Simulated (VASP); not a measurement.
Wanted: the native input for a VASP 6.6.1 run.

```
Task                   : single point
Functional             : PBEsol
Dispersion             : D3(BJ)
Potentials or basis    : VASP PAW PBE potentials, release 64 (Te, Mo_sv, H)
Cutoff                 : 400 eV
k mesh                 : 9 × 9 × 2
Occupations            : gaussian, width 0.05 eV
Spin                   : no spin polarisation
Dipole correction      : no
Further INCAR settings : ALGO = Normal; EDIFF = 1e-06; NBANDS = 50
```

The structure of Te6Mo3H (a cell with a defect) lies in POSCAR:

```
Te6Mo3H
1.0
    3.4334348991      0.0000000000      0.0000000000
   -1.7167174496      2.9734418449      0.0000000000
    0.0000000000      0.0000000000     20.7704276327
Te Mo H
6 3 1
Direct
    0.0000000000      0.0000000000      0.9125759158
    0.3333333333      0.6666666667      0.5917813750
    0.3333333333      0.6666666667      0.2333059430
    0.3333333333      0.6666666667      0.7666940570
    0.3333333333      0.6666666667      0.4082186250
    0.0000000000      0.0000000000      0.0874240842
    0.0000000000      0.0000000000      0.6791506171
    0.0000000000      0.0000000000      0.3208493829
    0.3333333333      0.6666666667      0.0000000000
    0.3226901485      0.3488450742      0.1273436355
```

These files were run (other wordings do the same):

INCAR

```
ALGO = Normal
EDIFF = 1E-6
ENCUT = 400
GGA = PS
GGA_COMPAT = F
ISIF = 2
ISMEAR = 0
IVDW = 12
LASPH = T
LCHARG = F
LREAL = F
LWAVE = F
NBANDS = 50
NELM = 120
PREC = Accurate
SIGMA = 0.05
```

KPOINTS

```
k-points
0
Gamma
  9 9 2
```

Potentials or basis: VASP PAW PBE potentials, release 64 (Te, Mo_sv, H).

Run with:

```console
$ cat potpaw_PBE.64/Te/POTCAR potpaw_PBE.64/Mo_sv/POTCAR potpaw_PBE.64/H/POTCAR > POTCAR
$ mpirun -np 1 vasp_std > vasp.out
```

It gave:

```
Pressure                   : 3.9 GPa
Largest force              : 7.869 eV/Å
Band gap on the k mesh     : zero (an odd number of electrons rules out a gap without spin polarisation)
Dispersion energy per atom : -0.504 eV
```

Caveat: the PAW data sets were made with another functional, which shifts forces and pressure a little; spin-orbit coupling is left out, which moves the levels of the heavy elements.

It took 5.4 min on 1 thread of Intel(R) Xeon(R) 6975P-C (Granite Rapids), on a shared host, peak memory 0.58 GiB.
